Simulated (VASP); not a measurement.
A run of VASP 6.6.1:

INCAR

```
ALGO = Normal ; EDIFF = 1E-7
ENCUT = 520 ; GGA = PS
ISIF = 2 ; ISMEAR = -1
LASPH = T ; LCHARG = T
LELF = T ; LREAL = F
LVHAR = T ; LWAVE = F
NBANDS = 18 ; NELM = 80
PREC = Accurate ; SIGMA = 0.1
```

Contents of KPOINTS:

```
k-points
0
Gamma
  12 12 12
```

The input POSCAR:

```
BaHg
1.0
    4.0904542651      0.0000000000      0.0000000000
    0.0000000000      4.0904542651      0.0000000000
    0.0000000000      0.0000000000      4.0904542651
Ba Hg
1 1
Direct
    0.0000000000      0.0000000000      0.0000000000
    0.5000000000      0.5000000000      0.5000000000
```

Potentials or basis: VASP PAW PBE potentials, release 64 (Ba_sv, Hg).

Command:

```sh
$ cat potpaw_PBE.64/Ba_sv/POTCAR potpaw_PBE.64/Hg/POTCAR > POTCAR
$ mpirun -np 1 vasp_std > vasp.out
```

Hardware: 1 thread of Intel(R) Xeon(R) Platinum 8488C (Sapphire Rapids) (shared host).

**Question.** Estimate the wall time of this run.

**Answer.** Wall time 51 s on 1 thread of Intel(R) Xeon(R) Platinum 8488C (Sapphire Rapids), on a shared host, peak memory 0.24 GiB. Counts: scf iterations 13, k points 84.
